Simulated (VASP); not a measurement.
Write the native input for VASP 6.6.1 that does the following.

```
Task                   : single point
Functional             : PBE
Potentials or basis    : VASP PAW PBE potentials, release 64 (V_sv)
Cutoff                 : 520 eV
k mesh                 : 16 × 16 × 12
Occupations            : gaussian, width 0.1 eV
Spin                   : no spin polarisation
Dipole correction      : no
Further INCAR settings : ALGO = Fast; EDIFF = 1e-06; NBANDS = 20
```

The structure of V lies in POSCAR:

```
V
1.0
    1.9082783539      1.9082783539      0.0000000000
   -1.9082783539      1.9082783539      0.0000000000
    0.0000000000      0.0000000000      3.8165567077
V
2
Direct
    0.0000000000      0.0000000000      0.0000000000
    0.5000000000      0.5000000000      0.5000000000
```

These files were run (other wordings do the same):

INCAR

```
ALGO = Fast
EDIFF = 1E-6
ENCUT = 520
GGA = PE
ISIF = 2
ISMEAR = 0
LASPH = True
LCHARG = False
LREAL = False
LWAVE = False
NBANDS = 20
NELM = 60
PREC = Accurate
SIGMA = 0.1
```

KPOINTS

```
k-points
0
Gamma
  16 16 12
```

Potentials or basis: VASP PAW PBE potentials, release 64 (V_sv).

Run with:

```bash
$ cat potpaw_PBE.64/V_sv/POTCAR > POTCAR
$ mpirun -np 1 vasp_std > vasp.out
```

Results of the run:

| Quantity | Value |
| --- | --- |
| Pressure | 0.3 GPa |
| Band gap on the k mesh | zero (band 13 reaches 12.68 eV, above the bottom of band 14 at 8.62 eV) |

Wall time 46 s on 1 thread of Intel(R) Xeon(R) 6975P-C (Granite Rapids) (shared host), peak memory 0.24 GiB.
